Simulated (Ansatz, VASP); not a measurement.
## Tc: VASP beside Ansatz

```xyz
1
Lattice="0.0000 1.9369 1.9369 1.9369 0.0000 1.9369 1.9369 1.9369 0.0000" Properties=species:S:1:pos:R:3 pbc="T T T"
Tc    0.0000    0.0000    0.0000
```

Change from the starting cell: volume scaled by 0.98.

Alike in both runs: task single point; functional PBE; k mesh 9 × 9 × 9; occupations fermi-dirac, width 0.05 eV; non-collinear spin, spin-orbit coupling; Hubbard terms Tc d U = 8.0 eV.

|  | VASP | Ansatz |
| --- | --- | --- |
| version | VASP 6.6.1 | Ansatz 0.2.0 |
| potentials or method | VASP PAW PBE potentials, release 64 (Tc_pv), cutoff 520 eV | all-electron LAPW, relativistic spinors |

```csv
,VASP,Ansatz,Ansatz less VASP
pressure (GPa),13.9,51.9,+38.01
```

The programs project onto different local orbitals, so the same U acts differently, and such runs can settle in different states. Ansatz ran all-electron here, and VASP with PAW potentials.

Noted on Ansatz's run: U is the effective U less J, on atomic orbitals that reach past the spheres; the k mesh is thin for a metal, which can move the energy by tens of meV per atom.
